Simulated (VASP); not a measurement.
## CsH: vibrations by perturbation theory with LDA

CsH:

```
CELL_PARAMETERS angstrom
3.58176 0.00000 0.00000
0.00000 3.58176 0.00000
0.00000 0.00000 3.58176
ATOMIC_POSITIONS crystal
Cs 0.00000 0.00000 0.00000
H 0.50000 0.50000 0.50000
```

| Item | Value |
| --- | --- |
| Program | VASP 6.6.1 |
| Task | vibrations by perturbation theory |
| Functional | LDA |
| Potentials or basis | VASP PAW LDA potentials, release 64 (Cs_sv, H) |
| Cutoff | 520 eV |
| k mesh | 8 × 8 × 8 |
| Occupations | gaussian, width 0.01 eV |
| Spin | no spin polarisation |
| Dipole correction | no |
| Further INCAR settings | ALGO = Normal; EDIFF = 1e-08; IBRION = 8; NSW = 1 |

```
Electronic dielectric tensor (diagonal)                 : 4.37
Born charges (mean of the diagonal)                     : Cs +1.17; H -1.17 e
Highest phonon frequency at Γ, LO-TO splitting left out : 465 cm⁻¹
```

Phonon frequencies in cm⁻¹ (negative: imaginary):
```tsv
q point	frequencies
(0.000, 0.000, 0.000)	0 0 0 465 465 465
```

Electronic dielectric tensor:
```
4.37 0.00 0.00
0.00 4.37 0.00
0.00 0.00 4.37
```

Born effective charge tensors (e):
atom 1, Cs
```
1.17 0.00 0.00
0.00 1.17 0.00
0.00 0.00 1.17
```
atom 2, H
```
-1.17  0.00  0.00
 0.00 -1.17  0.00
 0.00  0.00 -1.17
```

Run time: 3.1 min on 1 thread of Intel(R) Xeon(R) 6975P-C (Granite Rapids) (shared host), peak memory 0.22 GiB.

Caveat: the cell wasn't relaxed at this level first, which shifts response properties.
